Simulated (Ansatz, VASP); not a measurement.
## Two plane-wave programs on K

```
K
1.0
     4.44056    0.00000    0.00000
    -2.22028    3.84564    0.00000
     0.00000    0.00000    7.26224
K
2
Direct
  0.33333 0.66667 0.25000
  0.66667 0.33333 0.75000
```

Change from the starting cell: equal strain along all axes, cell held, atoms relaxed: -4.5 %.

Alike in both runs: task single point; functional PBEsol; k mesh 12 × 12 × 6; occupations gaussian, width 0.1 eV; no spin polarisation.

|  | VASP | Ansatz |
| --- | --- | --- |
| version | VASP 6.6.1 | Ansatz 0.2.0 |
| potentials or method | VASP PAW PBE potentials, release 64 (K_sv), cutoff 520 eV | scalar-relativistic, plane waves, PAW |
| valence electrons in the cell | 18 | 18 |

VASP gave:

* gap on the k mesh at the Fermi level (eV): none
* pressure (GPa): 0.6

**Question.** What did Ansatz give for the same quantities?

**Answer.** gap on the k mesh at the Fermi level (eV): none; pressure (GPa): 0.7.

VASP's potentials were made for PBE, not for PBEsol. A gap of «none» marks a metal or a gap that the smearing closes.
